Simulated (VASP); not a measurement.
Wanted: the native input for a VASP 6.6.1 run.

- Task: relaxation of cell and atoms
- Functional: PBE
- Dispersion: D3(BJ)
- Potentials or basis: VASP PAW PBE potentials, release 64 (Se, Ti_sv)
- Cutoff: 600 eV
- k mesh: 12 × 12 × 1
- Occupations: gaussian, width 0.03 eV
- Spin: no spin polarisation
- Further INCAR settings: ALGO = Normal; EDIFF = 1e-07; IBRION = 2; EDIFFG = -0.005; NSW = 90; ISIF = 3

The structure of TiSe2 lies in POSCAR:

```
TiSe2                                   
1.0
    3.4793311702      0.0000000000      0.0000000000
   -1.7396655851      3.0131891837      0.0000000000
    0.0000000000      0.0000000000     33.0724416000
  Se              Ti            
     6     3
Direct
     0.6666666699999979    0.3333333300000021    0.2735328330491691
     0.3333333300000021    0.6666666699999979    0.3681109004304187
     0.6666666699999979    0.3333333300000021    0.4528939898592469
     0.3333333300000021    0.6666666699999979    0.5471060101407531
     0.6666666699999979    0.3333333300000021    0.6318890995695815
     0.3333333300000021    0.6666666699999979    0.7264671669508308
     0.0000000000000000    0.0000000000000000    0.3211491425516588
     0.0000000000000000    0.0000000000000000    0.5000000000000000
     0.0000000000000000    0.0000000000000000    0.6788508574483411
```

These files were run (other wordings do the same):

INCAR

```
SYSTEM = TiSe2
ALGO = Normal
EDIFF = 1E-7
EDIFFG = -0.005
ENCUT = 600
GGA = PE
IBRION = 2
ISIF = 3
ISMEAR = 0
IVDW = 12
KPAR = 4
LASPH = .True.
LATTICE_CONSTRAINTS = .TRUE. .TRUE. .FALSE.
LCHARG = .False.
LREAL = .False.
LWAVE = .False.
NELM = 80
NSW = 90
PREC = Accurate
SIGMA = 0.03
```

KPOINTS

```
k-points
0
Gamma
  12 12 1
  0 0 0
```

Potentials or basis: VASP PAW PBE potentials, release 64 (Se, Ti_sv).

Command:

```sh
$ cat potpaw_PBE.64/Se/POTCAR potpaw_PBE.64/Ti_sv/POTCAR > POTCAR
$ mpirun -np 4 vasp_std > vasp.out
```

Results of the run:

| Property | Result |
| --- | --- |
| Relaxed cell | a = 3.478 Å, b = 3.478 Å, c = 33.072 Å, α = 90.00°, β = 90.00°, γ = 120.00° |
| Space group after relaxing (to 0.1 Å) | P-3m1 (No. 164) |
| Energy gained by relaxing | 0.0 meV/atom |
| Ionic steps | 4 |
| Largest force after relaxing | 0.004 eV/Å |
| Band gap on the k mesh | zero (bands 36 and 37 overlap by 0.71 eV) |
| Dispersion energy per atom | -0.398 eV |

Run time: 6.8 min on 4 MPI ranks on Intel(R) Xeon(R) 6975P-C (Granite Rapids), with other jobs on the host, peak memory 0.72 GiB a rank.
